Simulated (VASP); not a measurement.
# BaZrO3 (Pm-3m) in VASP: notebook

Runs on BaZrO3. Level: LDA. Tasks: relaxation of cell and atoms.

Everything below comes from runs of VASP 6.6.1. Logs are shortened: lines on timing, memory, paths and dates and some standing lists are left out, and cuts for length are marked.

### 1 The cell of the first run

It takes space group Pm-3m (No. 221, cubic). Conventional cell: a = 4.191 Å, b = 4.191 Å, c = 4.191 Å, α = 90.00°, β = 90.00°, γ = 90.00°. Ba (site symmetry m-3m) has 12 O at 2.96 Å and 8 Zr at 3.63 Å within 3.9 Å. Within 2.8 Å of Zr (site symmetry m-3m) lie 6 O at 2.10 Å. Within 2.8 Å of O (site symmetry 4/mmm) lie 2 Zr at 2.10 Å.

### 2 Relaxation of cell and atoms, LDA, target pressure -2 GPa, at which the enthalpy is minimised

Contents of INCAR:

```
SYSTEM = BaZrO3
ALGO = Normal ; EDIFF = 1E-7
EDIFFG = -0.1 ; ENCUT = 600
GGA = CA ; IBRION = 2
ISIF = 3 ; ISMEAR = 0
LASPH = .TRUE. ; LCHARG = .FALSE.
LREAL = .FALSE. ; LWAVE = .FALSE.
NELM = 80 ; NSW = 60
PREC = Accurate ; PSTRESS = -20.0
SIGMA = 0.01
```

Contents of KPOINTS:

```
k-points
0
G
  3 3 3
  0 0 0
```

Contents of POSCAR:

```
BaZrO3
1.0
    4.1913400000      0.0000000000      0.0000000000
    0.0000000000      4.1913400000      0.0000000000
    0.0000000000      0.0000000000      4.1913400000
Ba Zr O
1 1 3
Direct
    0.0000000000      0.0000000000      0.0000000000
    0.5000000000      0.5000000000      0.5000000000
    0.0000000000      0.5000000000      0.5000000000
    0.5000000000      0.0000000000      0.5000000000
    0.5000000000      0.5000000000      0.0000000000
```

Potentials or basis: VASP PAW LDA potentials, release 64 (Ba_sv, Zr_sv, O).

Command:

```console
$ cat potpaw_LDA.64/Ba_sv/POTCAR potpaw_LDA.64/Zr_sv/POTCAR potpaw_LDA.64/O/POTCAR > POTCAR
$ mpirun -np 1 vasp_std > vasp.out
```

OUTCAR:

```text
SYSTEM = BaZrO3
   EDIFF = 1E-7
   EDIFFG = -0.1
   ENCUT = 600
   GGA = CA
   IBRION = 2
   ISIF = 3
   ISMEAR = 0
   LASPH = .TRUE.
   LREAL = .FALSE.
   NELM = 80
   NSW = 60
   PREC = Accurate
   PSTRESS = -20.0

 ion  position               nearest neighbor table
   1  0.000  0.000  0.000-   3 2.96   4 2.96   5 2.96   3 2.96   4 2.96   3 2.96   5 2.96   3 2.96
                             4 2.96   5 2.96   4 2.96   5 2.96   2 3.63   2 3.63   2 3.63   2 3.63
   2  0.500  0.500  0.500-   3 2.10   4 2.10   5 2.10   5 2.10   4 2.10   3 2.10   1 3.63   1 3.63
                             1 3.63   1 3.63   1 3.63   1 3.63   1 3.63   1 3.63
   3  0.000  0.500  0.500-   2 2.10   2 2.10   1 2.96   1 2.96   1 2.96   1 2.96
   4  0.500  0.000  0.500-   2 2.10   2 2.10   1 2.96   1 2.96   1 2.96   1 2.96
   5  0.500  0.500  0.000-   2 2.10   2 2.10   1 2.96   1 2.96   1 2.96   1 2.96

  LATTYP: Found a simple cubic cell.
 ALAT       =     4.1913400000

  Lattice vectors:

 A1 = (   4.1913400000,   0.0000000000,   0.0000000000)
 A2 = (   0.0000000000,   4.1913400000,   0.0000000000)
 A3 = (   0.0000000000,   0.0000000000,   4.1913400000)

Analysis of symmetry for initial positions (statically):
=====================================================================
 Subroutine PRICEL returns:
 Original cell was already a primitive cell.

 Routine SETGRP: Setting up the symmetry group for a
 simple cubic supercell.

 Subroutine GETGRP returns: Found 48 space group operations
 (whereof 48 operations were pure point group operations)
 out of a pool of 48 trial point group operations.

The static configuration has the point symmetry O_h .

Analysis of symmetry for dynamics (positions and initial velocities):
=====================================================================
 Subroutine PRICEL returns:
 Original cell was already a primitive cell.

 Routine SETGRP: Setting up the symmetry group for a
 simple cubic supercell.

 Subroutine GETGRP returns: Found 48 space group operations
 (whereof 48 operations were pure point group operations)
 out of a pool of 48 trial point group operations.

The dynamic configuration has the point symmetry O_h .

 Subroutine INISYM returns: Found 48 space group operations
 (whereof 48 operations are pure point group operations),
 and found     1 'primitive' translations

----------------------------------------------------------------------------------------

                                     Primitive cell

  volume of cell :      73.6307

  direct lattice vectors                    reciprocal lattice vectors
     4.191340000  0.000000000  0.000000000     0.238587182  0.000000000  0.000000000
     0.000000000  4.191340000  0.000000000     0.000000000  0.238587182  0.000000000
     0.000000000  0.000000000  4.191340000     0.000000000  0.000000000  0.238587182

  length of vectors
     4.191340000  4.191340000  4.191340000     0.238587182  0.238587182  0.238587182

  position of ions in fractional coordinates (direct lattice)
     0.000000000  0.000000000  0.000000000
     0.500000000  0.500000000  0.500000000
     0.000000000  0.500000000  0.500000000
     0.500000000  0.000000000  0.500000000
     0.500000000  0.500000000  0.000000000

  ion indices of the primitive-cell ions
   primitive index   ion index
                 1           1
                 2           2
                 3           3
                 4           4
                 5           5

----------------------------------------------------------------------------------------

 KPOINTS: k-points

Automatic generation of k-mesh.
 Grid dimensions read from file:
 generate k-points for:    3    3    3

 Generating k-lattice:

  Cartesian coordinates                     Fractional coordinates (reciprocal lattice)
     0.079529061  0.000000000  0.000000000     0.333333333  0.000000000  0.000000000
     0.000000000  0.079529061  0.000000000     0.000000000  0.333333333  0.000000000
     0.000000000  0.000000000  0.079529061     0.000000000  0.000000000  0.333333333

  Length of vectors
     0.079529061  0.079529061  0.079529061

  Shift w.r.t. Gamma in fractional coordinates (k-lattice)
     0.000000000  0.000000000  0.000000000

 Subroutine IBZKPT returns following result:
 ===========================================

 Found      4 irreducible k-points:

 Following reciprocal coordinates:
            Coordinates               Weight
  0.000000  0.000000  0.000000      1.000000
  0.333333  0.000000  0.000000      6.000000
  0.333333  0.333333  0.000000     12.000000
  0.333333  0.333333  0.333333      8.000000
   k-points           NKPTS =      4   k-points in BZ     NKDIM =      4   number of bands    NBANDS=     24
   number of dos      NEDOS =    301   number of ions     NIONS =      5
   total plane-waves  NPLWV =  46656
   dimension x,y,z NGX =    36 NGY =   36 NGZ =   36
   dimension x,y,z NGXF=    72 NGYF=   72 NGZF=   72
   ions per type =               1   1   3
   NGX,Y,Z   is equivalent  to a cutoff of  14.28, 14.28, 14.28 a.u.
   NGXF,Y,Z  is equivalent  to a cutoff of  28.56, 28.56, 28.56 a.u.
 SYSTEM =  BaZrO3
   PREC   = accura    normal or accurate (medium, high low for compatibility)
   ISTART =      0    job   : 0-new  1-cont  2-samecut
   ICHARG =      2    charge: 1-file 2-atom 10-const
   ISPIN  =      1    spin polarized calculation?
   LNONCOLLINEAR =      F non collinear calculations
   LSORBIT =      F    spin-orbit coupling
   LASPH  =      T    aspherical Exc in radial PAW
   ENCUT  =  600.0 eV  44.10 Ry    6.64 a.u.   8.37  8.37  8.37*2*pi/ulx,y,z
   NELM   =     80;   NELMIN=  2; NELMDL= -5     # of ELM steps
   EDIFF  = 0.1E-06   stopping-criterion for ELM
   LREAL  =      F    real-space projection
   EDIFFG = -.1E+00   stopping-criterion for IOM
   NSW    =     60    number of steps for IOM
   IBRION =      2    ionic relax: 0-MD 1-quasi-New 2-CG
   NFREE  =      1    steps in history (QN), initial steepest desc. (CG)
   ISIF   =      3    stress and relaxation
   ISYM   =      2    0-nonsym 1-usesym 2-fastsym
   POTIM  = 0.5000    time-step for ionic-motion
   TEBEG  =    0.0;   TEEND  =   0.0 temperature during run
   PSTRESS=  -20.0 pullay stress
   NELECT =      40.0000    total number of electrons
   NUPDOWN=      -1.0000    fix difference up-down
   EMIN   =  10.00;   EMAX   =-10.00  energy-range for DOS
   EFERMI =   0.00;   METHOD = LEGACY
   ISMEAR =     0;   SIGMA  =   0.01  broadening in eV -4-tet -1-fermi 0-gaus
   EFERMI_NEDOS =   21; number of points for ismear=-14 and -15
   IALGO  =     38    algorithm
   IMIX   =      4    mixing-type and parameters
     AMIX     =   0.40;   BMIX     =  1.00
     AMIX_MAG =   1.60;   BMIX_MAG =  1.00
  volume/ion in A,a.u.               =      14.73        99.38
  Fermi-wavevector in a.u.,A,eV,Ry     =   1.335802  2.524299 24.277770  1.784366
  Thomas-Fermi vector in A             =   2.464478
   LORBIT       =      0    0 simple, 1 ext, 2 COOP (PROOUT), +10 PAW based schemes
   GGA     = CA    functional components
   LHFCALC =     F    Hartree Fock is set to
   AEXX    =    0.0000 exact exchange contribution
   IVDW    =     0    specifies the selected vdW correction
   LEPSILON=     F    determine dielectric tensor
   LRPA    =     F    only Hartree local field effects (RPA)
 conjugate gradient relaxation of ions
 non-spin polarized calculation
 Gauss-broadening in eV      SIGMA  =   0.01
  energy-cutoff  :      600.00
  volume of cell :       73.63
 maximum number of plane-waves:      2517
 NGX is ok and might be reduce to    36
   NGX = 17   NGY = 17   NGZ = 17

--------------------------------------- Ionic step        1  -------------------------------------------

 number of electron      40.0000010 magnetization

 Free energy of the ion-electron system (eV)
  ---------------------------------------------------
  ext. energy  EPLUGINS =         0.00000000
  ---------------------------------------------------
  free energy    TOTEN  =       -45.65824007 eV

  energy without entropy =      -45.65824007  energy(sigma->0) =      -45.65824007

------------------------ aborting loop because EDIFF is reached ----------------------------------------

  FORCE on cell =-STRESS in cart. coord.  units (eV):
  Direction    XX          YY          ZZ          XY          YZ          ZX
  --------------------------------------------------------------------------------------
  -------------------------------------------------------------------------------------
  Total       -1.7483803     -1.7483803     -1.7483803     -0.0000000     -0.0000000      0.0000000
  in kB      -38.0441441    -38.0441441    -38.0441441     -0.0000000     -0.0000000      0.0000000
  external PRESSURE =     -18.0441441 kB  Pullay stress =     -20.0000000 kB

 VOLUME and BASIS-vectors are now :
 -----------------------------------------------------------------------------
  energy-cutoff  :      600.00
  volume of cell :       73.63
      direct lattice vectors                 reciprocal lattice vectors
     4.191340000  0.000000000  0.000000000     0.238587182  0.000000000  0.000000000
     0.000000000  4.191340000  0.000000000     0.000000000  0.238587182  0.000000000
     0.000000000  0.000000000  4.191340000     0.000000000  0.000000000  0.238587182

 POSITION                                       TOTAL-FORCE (eV/Angst)
 -----------------------------------------------------------------------------------
      0.00000      0.00000      0.00000         0.000000      0.000000      0.000000
      2.09567      2.09567      2.09567         0.000000      0.000000      0.000000
      0.00000      2.09567      2.09567         0.000000      0.000000      0.000000
      2.09567      0.00000      2.09567         0.000000      0.000000      0.000000
      2.09567      2.09567      0.00000         0.000000      0.000000      0.000000
 -----------------------------------------------------------------------------------
    total drift:                                0.000000      0.000000      0.000000

  FREE ENERGIE OF THE ION-ELECTRON SYSTEM (eV)
  ---------------------------------------------------
  free  energy   TOTEN  =       -45.6582400654 eV
[... 28 lines left out ...]
 POSITION                                       TOTAL-FORCE (eV/Angst)
 -----------------------------------------------------------------------------------
      0.00000      0.00000      0.00000        -0.000000      0.000000      0.000000
      2.07890      2.07890      2.07890         0.000000     -0.000000      0.000000
      0.00000      2.07890      2.07890        -0.000000     -0.000000      0.000000
      2.07890     -0.00000      2.07890         0.000000     -0.000000      0.000000
      2.07890      2.07890     -0.00000        -0.000000      0.000000      0.000000
 -----------------------------------------------------------------------------------
    total drift:                                0.000000      0.000000      0.000000

  FREE ENERGIE OF THE ION-ELECTRON SYSTEM (eV)
  ---------------------------------------------------
  free  energy   TOTEN  =       -45.6784332686 eV

  energy  without entropy=      -45.6784332686  energy(sigma->0) =      -45.67843327

  enthalpy is  TOTEN    =       -46.5756797443 eV   P V=       -0.8972464757

--------------------------------------- Ionic step        3  -------------------------------------------

 number of electron      40.0000002 magnetization

 Free energy of the ion-electron system (eV)
  ---------------------------------------------------
  ext. energy  EPLUGINS =         0.00000000
  ---------------------------------------------------
  free energy    TOTEN  =       -45.67307673 eV

  energy without entropy =      -45.67307673  energy(sigma->0) =      -45.67307673

 E-fermi :   3.4854     XC(G=0): -11.2926

 val. band max:        3.3596966441   @ k =   0.0000   0.0000   0.0000
 cond. band min:       6.6250673143   @ k =   0.0000   0.0000   0.0000
 fundamental gap:      3.2653706703
 Fermi energy:         3.4854055835

 k-point     1 :       0.0000    0.0000    0.0000
  band No.  band energies     occupation
      1     -43.0821      2.00000
      2     -21.5452      2.00000
      3     -21.4325      2.00000
      4     -21.4325      2.00000
      5     -21.4325      2.00000
      6     -12.5120      2.00000
[... 16 lines left out ...]
     23       6.6251      0.00000
     24       8.0838      0.00000

 k-point     2 :       0.3333    0.0000    0.0000
  band No.  band energies     occupation
      1     -43.0793      2.00000
      2     -21.7862      2.00000
      3     -21.4267      2.00000
      4     -21.4267      2.00000
      5     -21.3340      2.00000
      6     -12.6488      2.00000
[... 83 lines left out ...]
 VOLUME and BASIS-vectors are now :
 -----------------------------------------------------------------------------
  energy-cutoff  :      600.00
  volume of cell :       72.81
      direct lattice vectors                 reciprocal lattice vectors
     4.175792820 -0.000000000  0.000000000     0.239475482  0.000000000 -0.000000000
    -0.000000000  4.175792820 -0.000000000     0.000000000  0.239475482  0.000000000
     0.000000000 -0.000000000  4.175792820    -0.000000000  0.000000000  0.239475482

 POSITION                                       TOTAL-FORCE (eV/Angst)
 -----------------------------------------------------------------------------------
      0.00000      0.00000      0.00000        -0.000000      0.000000      0.000000
      2.08790      2.08790      2.08790         0.000000      0.000000      0.000000
      0.00000      2.08790      2.08790        -0.000000      0.000000      0.000000
      2.08790     -0.00000      2.08790         0.000000     -0.000000      0.000000
      2.08790      2.08790     -0.00000        -0.000000      0.000000      0.000000
 -----------------------------------------------------------------------------------
    total drift:                                0.000000      0.000000      0.000000

  FREE ENERGIE OF THE ION-ELECTRON SYSTEM (eV)
  ---------------------------------------------------
  free  energy   TOTEN  =       -45.6730767254 eV

  energy  without entropy=      -45.6730767254  energy(sigma->0) =      -45.67307673

  enthalpy is  TOTEN    =       -46.5820188745 eV   P V=       -0.9089421491

 reached required accuracy - stopping structural energy minimisation
```

Wall time 23 s (1 thread of Intel Xeon 6975P-C, shared host); peak memory 0.19 GiB.

Results:

* Free energy: -45.6731 eV
* Relaxed volume: 14.56 Å³/atom
* Relaxed cell: a = 4.176 Å, b = 4.176 Å, c = 4.176 Å, α = 90.00°, β = 90.00°, γ = 90.00°
* Space group after relaxing (to 0.05 Å): Pm-3m (No. 221)
* Energy change on relaxing (the enthalpy is what falls): -3.0 meV/atom
* Ionic steps: 3
* Pressure after relaxing: -2.0 GPa
* Band gap on the k mesh: 3.27 eV, direct

The path:
| step | energy change (eV) | largest force (eV/Å) | pressure (GPa) | volume (Å³) |
| --- | --- | --- | --- | --- |
| 1 | 0.0000 | 0.0000 | -3.80 | 73.63 |
| 2 | -0.0202 | 0.0000 | 0.20 | 71.88 |
| 3 | -0.0148 | 0.0000 | -2.01 | 72.81 |

Final structure:
```cif
data_structure
_symmetry_space_group_name_H-M 'P 1'
_symmetry_Int_Tables_number 1
_cell_length_a 4.1758
_cell_length_b 4.1758
_cell_length_c 4.1758
_cell_angle_alpha 90.000
_cell_angle_beta 90.000
_cell_angle_gamma 90.000
_cell_volume 72.81
loop_
_atom_site_label
_atom_site_type_symbol
_atom_site_fract_x
_atom_site_fract_y
_atom_site_fract_z
_atom_site_occupancy
Ba1 Ba 0.00000 0.00000 0.00000 1
Zr1 Zr 0.50000 0.50000 0.50000 1
O1 O 0.00000 0.50000 0.50000 1
O2 O 0.50000 0.00000 0.50000 1
O3 O 0.50000 0.50000 0.00000 1
```

Caveat: the k points lie up to 0.50 Å⁻¹ apart in the final cell; the cell is relaxed towards a set pressure, so the enthalpy falls and the energy may rise; spin-orbit coupling is left out, which moves the levels of the heavy elements. A hybrid or GW would open this gap; LDA tends to underestimate it.

(Part 1 of 3 ends here.)
